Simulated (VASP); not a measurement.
BeS:

```
S Be
1.0
     0.00000    2.42500    2.42500
     2.42500    0.00000    2.42500
     2.42500    2.42500    0.00000
S Be
1 1
Direct
  0.25000 0.25000 0.25000
  0.00000 0.00000 0.00000
```

Base run:

| Item | Value |
| --- | --- |
| Program | VASP 6.6.1 |
| Functional | r2SCAN |
| Dispersion | rVV10 |
| Potentials or basis | VASP PAW PBE potentials, release 64 (S, Be) |
| Cutoff | 660 eV |
| k mesh | 9 × 9 × 9 |
| Occupations | fermi-dirac, width 0.01 eV |
| Spin | no spin polarisation |

Its results: band gap on the k mesh 3.62 eV (least direct gap 6.24 eV); pressure 0.9 GPa.

Question: The run is repeated on the same cell with these changes: dispersion from rVV10 to D3(BJ). What comes out?

Answer: Band gap on the k mesh 3.67 eV (least direct gap 6.26 eV); pressure -0.1 GPa.

Caveats: the PAW data sets were made with another functional, which shifts forces and pressure a little; an odd mesh through Γ misses points on the zone boundary, where band edges can lie.
